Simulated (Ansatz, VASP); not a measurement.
## Two plane-wave programs on ZnS

```xyz
8
Lattice="1.9370 3.3550 0.0000 -1.9370 3.3550 0.0000 0.0000 0.0000 12.6561" Properties=species:S:1:pos:R:3 pbc="T T T"
Zn    0.0000    0.0000    0.0000
Zn    0.0000    0.0000    6.3281
Zn    0.0000    2.2367    3.1640
Zn    0.0000    4.4733    9.4921
S     0.0000    0.0000    2.3730
S     0.0000    0.0000    8.7011
S     0.0000    2.2367    5.5371
S     0.0000    4.4733   11.8651
```

Alike in both runs: task single point; functional PBEsol; k mesh 5 × 5 × 2; no spin polarisation.

```csv
,VASP,Ansatz
version,VASP 6.6.1,Ansatz 0.2.0
potentials or method,"VASP PAW PBE potentials, release 64 (Zn, S), cutoff 520 eV",PAW plane waves
occupations,tetrahedron,tetrahedron-uncorrected
valence electrons in the cell,72,72
```

VASP gave:

```
gap on the k mesh at the Fermi level (eV) : 1.84
pressure (GPa)                            : -4.4
rms of the force components (eV/Å)        : 0.010
```

Q: Estimate Ansatz's values.

A: gap on the k mesh at the Fermi level (eV): 1.83; pressure (GPa): -4.6; rms of the force components (eV/Å): 0.010.

VASP's potentials were made for PBE, not for PBEsol. Atom by atom the forces differ by 0.000 eV/Å (rms over components). Ansatz's warnings: band table not solved further, structure snapped to symmetry.
